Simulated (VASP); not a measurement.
A run of VASP 6.6.1 is set up as follows.

Contents of INCAR:

```
SYSTEM = Ga
ALGO = Fast
EDIFF = 1E-6
ENCUT = 520
ISIF = 2
ISMEAR = 0
LASPH = .True.
LCHARG = .True.
LELF = .True.
LREAL = .False.
LVHAR = .True.
LWAVE = .False.
NBANDS = 34
NELM = 100
PREC = Accurate
SIGMA = 0.1
```

KPOINTS

```
k-points
0
Gamma
  10 10 8
  0 0 0
```

Contents of POSCAR:

```
Ga
1.0
    2.2287015239     -3.7370395939      0.0000000000
    2.2287015239      3.7370395939      0.0000000000
    0.0000000000      0.0000000000      4.4140794520
Ga
4
Direct
    0.6560834326      0.3439165674      0.4145390805
    0.8439165674      0.1560834326      0.9145390805
    0.3439165674      0.6560834326      0.5854609195
    0.1560834326      0.8439165674      0.0854609195
```

Potentials or basis: VASP PAW LDA potentials, release 64 (Ga_d).

The run is started by

```console
$ cat potpaw_LDA.64/Ga_d/POTCAR > POTCAR
$ mpirun -np 1 vasp_std > vasp.out
```

Problem. Estimate the pressure.

Solution. 0.2 GPa.

Problem. Estimate the band gap on the k mesh.

Solution. Zero (bands 26 and 27 overlap by 1.52 eV).

Stress tensor (GPa, compression positive):
```
0.17 0.00 0.00
0.00 0.27 0.00
0.00 0.00 0.24
```
